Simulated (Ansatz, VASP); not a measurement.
Hg: VASP beside Ansatz

```
Hg
1.0
     1.69468    0.97843    2.18840
    -1.69468    0.97843    2.18840
     0.00000   -1.95685    2.18840
Hg
1
Direct
  0.00000 0.00000 0.00000
```

Change from the starting cell: volume scaled by 0.94, PAW files.

Alike in both runs: task electric field gradients; functional LDA; k mesh 12 × 12 × 12; occupations fermi-dirac, width 0.03 eV; no spin polarisation.

|  | VASP | Ansatz |
| --- | --- | --- |
| version | VASP 6.6.1 | Ansatz 0.2.0 |
| potentials or method | VASP PAW LDA potentials, release 64 (Hg) | PAW with Ansatz's default frozen-core files, scalar-relativistic |
| plane-wave cutoff (eV) | 520 | 420 |
| valence electrons in the cell | 12 | 20 |

Ansatz gave:

| Property | Result |
| --- | --- |
| pressure (GPa) | 1.8 |
| traceless stress, the component that is largest in VASP (GPa) | 0.23 |
| size of Vzz on the site where it differs most (V/Å²) | 137.0 |

Q: Which values does VASP return?

A: Pressure (GPa): 2.6; traceless stress, the component that is largest in VASP (GPa): 0.62; size of Vzz on the site where it differs most (V/Å²): 172.0.

LDA's correlation is that of Perdew and Zunger in VASP and of Perdew and Wang (1992) in Ansatz. VASP's potentials hold 12 valence electrons a cell and Ansatz's 20, so a difference there can come from the potentials and not from the codes.

Spin-orbit coupling is off throughout.
